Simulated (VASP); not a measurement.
# Na (Im-3m) in VASP: a series of runs

Na is run at these levels: PBE; tasks: single point.

Everything below comes from runs of VASP 6.6.1. Logs are shortened: lines on timing, memory, paths and dates and some standing lists are left out, and cuts for length are marked.

### 1 The cell of the first run

It takes space group Im-3m (No. 229, cubic). The conventional cell has a = 4.141 Å, b = 4.141 Å, c = 4.141 Å, α = 90.00°, β = 90.00°, γ = 90.00°. Within 4.7 Å of Na (site symmetry m-3m) lie 14 Na at 3.59 to 4.14 Å.

### 2 Single point, PBE

The input, INCAR:

```
SYSTEM = Na
PREC = Accurate
ENCUT = 520
EDIFF = 1E-7
ISMEAR = -1
SIGMA = 0.06122561905347299
LREAL = .FALSE.
LASPH = .TRUE.
NELM = 80
ALGO = Normal
ISIF = 2
LWAVE = .FALSE.
LCHARG = .FALSE.
GGA = PE
NBANDS = 10
```

The input, KPOINTS:

```
regular mesh
0
G
  37 37 37
  0 0 0
```

The input, POSCAR:

```
Na
1.0
   -2.0707242339      2.0707242339      2.0707242339
    2.0707242339     -2.0707242339      2.0707242339
    2.0707242339      2.0707242339     -2.0707242339
Na
1
Direct
    0.0000000000      0.0000000000      0.0000000000
```

Potentials or basis: VASP PAW PBE potentials, release 64 (Na_pv).

The run is started by

```sh
$ cat potpaw_PBE.64/Na_pv/POTCAR > POTCAR
$ mpirun -np 1 vasp_std > vasp.out
```

OUTCAR:

```text
SYSTEM = Na
   PREC = Accurate
   ENCUT = 520
   EDIFF = 1E-7
   ISMEAR = -1
   LREAL = .FALSE.
   LASPH = .TRUE.
   NELM = 80
   ISIF = 2
   GGA = PE

 ion  position               nearest neighbor table
   1  0.000  0.000  0.000-

  LATTYP: Found a body centered cubic cell.
 ALAT       =     4.1414484678

  Lattice vectors:

 A1 = (  -2.0707242339,   2.0707242339,   2.0707242339)
 A2 = (   2.0707242339,  -2.0707242339,   2.0707242339)
 A3 = (   2.0707242339,   2.0707242339,  -2.0707242339)

Analysis of symmetry for initial positions (statically):
=====================================================================
 Subroutine PRICEL returns:
 Original cell was already a primitive cell.

 Routine SETGRP: Setting up the symmetry group for a
 body centered cubic supercell.

 Subroutine GETGRP returns: Found 48 space group operations
 (whereof 48 operations were pure point group operations)
 out of a pool of 48 trial point group operations.

The static configuration has the point symmetry O_h .

Analysis of symmetry for dynamics (positions and initial velocities):
=====================================================================
 Subroutine PRICEL returns:
 Original cell was already a primitive cell.

 Routine SETGRP: Setting up the symmetry group for a
 body centered cubic supercell.

 Subroutine GETGRP returns: Found 48 space group operations
 (whereof 48 operations were pure point group operations)
 out of a pool of 48 trial point group operations.

The dynamic configuration has the point symmetry O_h .

 Subroutine INISYM returns: Found 48 space group operations
 (whereof 48 operations are pure point group operations),
 and found     1 'primitive' translations

----------------------------------------------------------------------------------------

                                     Primitive cell

  volume of cell :      35.5162

  direct lattice vectors                    reciprocal lattice vectors
    -2.070724234  2.070724234  2.070724234     0.000000000  0.241461413  0.241461413
     2.070724234 -2.070724234  2.070724234     0.241461413  0.000000000  0.241461413
     2.070724234  2.070724234 -2.070724234     0.241461413  0.241461413  0.000000000

  length of vectors
     3.586599582  3.586599582  3.586599582     0.341478005  0.341478005  0.341478005

  position of ions in fractional coordinates (direct lattice)
     0.000000000  0.000000000  0.000000000

  ion indices of the primitive-cell ions
   primitive index   ion index
                 1           1

----------------------------------------------------------------------------------------

 KPOINTS: regular mesh

Automatic generation of k-mesh.
 Grid dimensions read from file:
 generate k-points for:   37   37   37

 Generating k-lattice:

  Cartesian coordinates                     Fractional coordinates (reciprocal lattice)
     0.000000000  0.006525984  0.006525984     0.027027027  0.000000000  0.000000000
     0.006525984  0.000000000  0.006525984     0.000000000  0.027027027  0.000000000
     0.006525984  0.006525984  0.000000000     0.000000000  0.000000000  0.027027027

  Length of vectors
     0.009229135  0.009229135  0.009229135

  Shift w.r.t. Gamma in fractional coordinates (k-lattice)
     0.000000000  0.000000000  0.000000000

 Subroutine IBZKPT returns following result:
 ===========================================

 Found   1330 irreducible k-points:

 Following reciprocal coordinates:
            Coordinates               Weight
  0.000000  0.000000  0.000000      1.000000
  0.027027  0.000000  0.000000     12.000000
  0.054054  0.000000  0.000000     12.000000
  0.081081  0.000000  0.000000     12.000000
  0.108108  0.000000  0.000000     12.000000
  0.135135  0.000000  0.000000     12.000000
[... 16 lines left out ...]
  0.108108  0.027027  0.000000     48.000000
  0.135135  0.027027  0.000000     48.000000
 [... further k-points ...]
   k-points           NKPTS =   1330   k-points in BZ     NKDIM =   1330   number of bands    NBANDS=     10
   number of dos      NEDOS =    301   number of ions     NIONS =      1
   total plane-waves  NPLWV =  21952
   dimension x,y,z NGX =    28 NGY =   28 NGZ =   28
   dimension x,y,z NGXF=    56 NGYF=   56 NGZF=   56
   ions per type =               1
   NGX,Y,Z   is equivalent  to a cutoff of  12.98, 12.98, 12.98 a.u.
   NGXF,Y,Z  is equivalent  to a cutoff of  25.96, 25.96, 25.96 a.u.
 SYSTEM =  Na
   PREC   = accura    normal or accurate (medium, high low for compatibility)
   ISTART =      0    job   : 0-new  1-cont  2-samecut
   ICHARG =      2    charge: 1-file 2-atom 10-const
   ISPIN  =      1    spin polarized calculation?
   LNONCOLLINEAR =      F non collinear calculations
   LSORBIT =      F    spin-orbit coupling
   LASPH  =      T    aspherical Exc in radial PAW
   ENCUT  =  520.0 eV  38.22 Ry    6.18 a.u.   6.67  6.67  6.67*2*pi/ulx,y,z
   NELM   =     80;   NELMIN=  2; NELMDL= -5     # of ELM steps
   EDIFF  = 0.1E-06   stopping-criterion for ELM
   LREAL  =      F    real-space projection
   EDIFFG = 0.1E-05   stopping-criterion for IOM
   NSW    =      0    number of steps for IOM
   IBRION =     -1    ionic relax: 0-MD 1-quasi-New 2-CG
   NFREE  =      0    steps in history (QN), initial steepest desc. (CG)
   ISIF   =      2    stress and relaxation
   ISYM   =      2    0-nonsym 1-usesym 2-fastsym
   POTIM  = 0.5000    time-step for ionic-motion
   TEBEG  =    0.0;   TEEND  =   0.0 temperature during run
   PSTRESS=    0.0 pullay stress
   NELECT =       7.0000    total number of electrons
   NUPDOWN=      -1.0000    fix difference up-down
   EMIN   =  10.00;   EMAX   =-10.00  energy-range for DOS
   EFERMI =   0.00;   METHOD = LEGACY
   ISMEAR =    -1;   SIGMA  =   0.06  broadening in eV -4-tet -1-fermi 0-gaus
   EFERMI_NEDOS =   21; number of points for ismear=-14 and -15
   IALGO  =     38    algorithm
   IMIX   =      4    mixing-type and parameters
     AMIX     =   0.40;   BMIX     =  1.00
     AMIX_MAG =   1.60;   BMIX_MAG =  1.00
  volume/ion in A,a.u.               =      35.52       239.68
  Fermi-wavevector in a.u.,A,eV,Ry     =   0.952720  1.800380 12.349672  0.907675
  Thomas-Fermi vector in A             =   2.081309
   LORBIT       =      0    0 simple, 1 ext, 2 COOP (PROOUT), +10 PAW based schemes
   GGA     = PE    functional components
   LHFCALC =     F    Hartree Fock is set to
   AEXX    =    0.0000 exact exchange contribution
   IVDW    =     0    specifies the selected vdW correction
   LEPSILON=     F    determine dielectric tensor
   LRPA    =     F    only Hartree local field effects (RPA)
 non-spin polarized calculation
  energy-cutoff  :      520.00
  volume of cell :       35.52
 maximum number of plane-waves:       970
   NGX = 13   NGY = 13   NGZ = 13

 number of electron       6.9999987 magnetization

 Free energy of the ion-electron system (eV)
  ---------------------------------------------------
  ext. energy  EPLUGINS =         0.00000000
  ---------------------------------------------------
  free energy    TOTEN  =        -1.31240219 eV

  energy without entropy =       -1.30672601  energy(sigma->0) =       -1.30956410

 E-fermi :   0.4633     XC(G=0):  -6.6149

 val. band max:        0.4600831326   @ k =  -0.2973   0.4595   0.1081
 cond. band min:       0.4683080106   @ k =   0.3784   0.0541   0.0541
 fundamental gap:      0.0082248781
 Fermi energy:         0.4632927160

 k-point     1 :       0.0000    0.0000    0.0000
  band No.  band energies     occupation
      1     -24.4144      2.00000
      2     -24.4144      2.00000
      3     -24.4144      2.00000
      4      -2.9144      2.00000
      5      12.4688      0.00000
      6      12.4688      0.00000
      7      12.4688      0.00000
      8      13.4937      0.00000
      9      13.4937      0.00000
     10      14.0691      0.00000

 k-point     2 :       0.0270    0.0000    0.0000
  band No.  band energies     occupation
      1     -24.4147      2.00000
      2     -24.4145      2.00000
      3     -24.4144      2.00000
      4      -2.9011      2.00000
      5      12.2623      0.00000
      6      12.3520      0.00000
      7      12.4113      0.00000
      8      13.2197      0.00000
      9      13.3078      0.00000
     10      14.2093      0.00000

 k-point     3 :       0.0541    0.0000    0.0000
  band No.  band energies     occupation
      1     -24.4156      2.00000
      2     -24.4148      2.00000
      3     -24.4144      2.00000
      4      -2.8612      2.00000
      5      11.7005      0.00000
      6      12.0805      0.00000
      7      12.2602      0.00000
      8      12.9807      0.00000
      9      13.0320      0.00000
     10      14.3633      0.00000

 k-point     4 :       0.0811    0.0000    0.0000
  band No.  band energies     occupation
      1     -24.4170      2.00000
      2     -24.4153      2.00000
      3     -24.4144      2.00000
      4      -2.7949      2.00000
      5      11.0017      0.00000
      6      11.7539      0.00000
      7      12.0551      0.00000
      8      12.6413      0.00000
      9      12.9338      0.00000
     10      14.4641      0.00000
[... 222 lines left out ...]
 k-point    22 :       0.0811    0.0270    0.0000
  band No.  band energies     occupation
      1     -24.4182      2.00000
      2     -24.4155      2.00000
      3     -24.4145      2.00000
      4      -2.7419      2.00000
      5      10.6329      0.00000
      6      11.3513      0.00000
      7      11.9245      0.00000
      8      12.5395      0.00000
      9      12.9835      0.00000
     10      14.3296      0.00000

 k-point    23 :       0.1081    0.0270    0.0000
  band No.  band energies     occupation
      1     -24.4204      2.00000
      2     -24.4162      2.00000
      3     -24.4145      2.00000
      4      -2.6361      2.00000
      5       9.9093      0.00000
      6      11.0204      0.00000
      7      11.6863      0.00000
      8      12.2606      0.00000
      9      12.8829      0.00000
     10      14.3284      0.00000

 k-point    24 :       0.1351    0.0270    0.0000
  band No.  band energies     occupation
      1     -24.4231      2.00000
      2     -24.4171      2.00000
      3     -24.4145      2.00000
      4      -2.5042      2.00000
      5       9.1910      0.00000
      6      10.7046      0.00000
      7      11.4491      0.00000
      8      11.9781      0.00000
      9      12.7697      0.00000
     10      14.3578      0.00000

 [... further k-points ...]

------------------------ aborting loop because EDIFF is reached ----------------------------------------

  FORCE on cell =-STRESS in cart. coord.  units (eV):
  Direction    XX          YY          ZZ          XY          YZ          ZX
  --------------------------------------------------------------------------------------
  -------------------------------------------------------------------------------------
  Total        0.0742262      0.0742262      0.0742262      0.0000000     -0.0000000      0.0000000
  in kB        3.3484297      3.3484297      3.3484297      0.0000000     -0.0000000      0.0000000
  external PRESSURE =       3.3484297 kB  Pullay stress =       0.0000000 kB

 VOLUME and BASIS-vectors are now :
 -----------------------------------------------------------------------------
  energy-cutoff  :      520.00
  volume of cell :       35.52
      direct lattice vectors                 reciprocal lattice vectors
    -2.070724234  2.070724234  2.070724234     0.000000000  0.241461413  0.241461413
     2.070724234 -2.070724234  2.070724234     0.241461413  0.000000000  0.241461413
     2.070724234  2.070724234 -2.070724234     0.241461413  0.241461413  0.000000000

 POSITION                                       TOTAL-FORCE (eV/Angst)
 -----------------------------------------------------------------------------------
      0.00000      0.00000      0.00000         0.000000      0.000000      0.000000
 -----------------------------------------------------------------------------------
    total drift:                               -0.000000     -0.000000     -0.000000

  FREE ENERGIE OF THE ION-ELECTRON SYSTEM (eV)
  ---------------------------------------------------
  free  energy   TOTEN  =        -1.3124021927 eV

  energy  without entropy=       -1.3067260095  energy(sigma->0) =       -1.30956410
```

Run time: 2.2 min. Hardware: 1 thread of Intel Xeon 6975P-C (Granite Rapids), shared host; peak memory 0.46 GiB.

What came out:

```yaml
Free_energy: -1.3124 eV
Pressure: 0.3 GPa
Band_gap_on_the_k_mesh: zero (an odd number of electrons rules out a gap without spin polarisation)
```

Levels at points of the mesh, in eV from the Fermi level:
| k point | band 1 | band 2 | band 3 | band 4 | band 5 | band 6 | band 7 |
| --- | --- | --- | --- | --- | --- | --- | --- |
| (0.00, 0.00, 0.00) | -24.88 | -24.88 | -24.88 | -3.38 | 12.01 | 12.01 | 12.01 |

(Continued in part 2 of 2.)
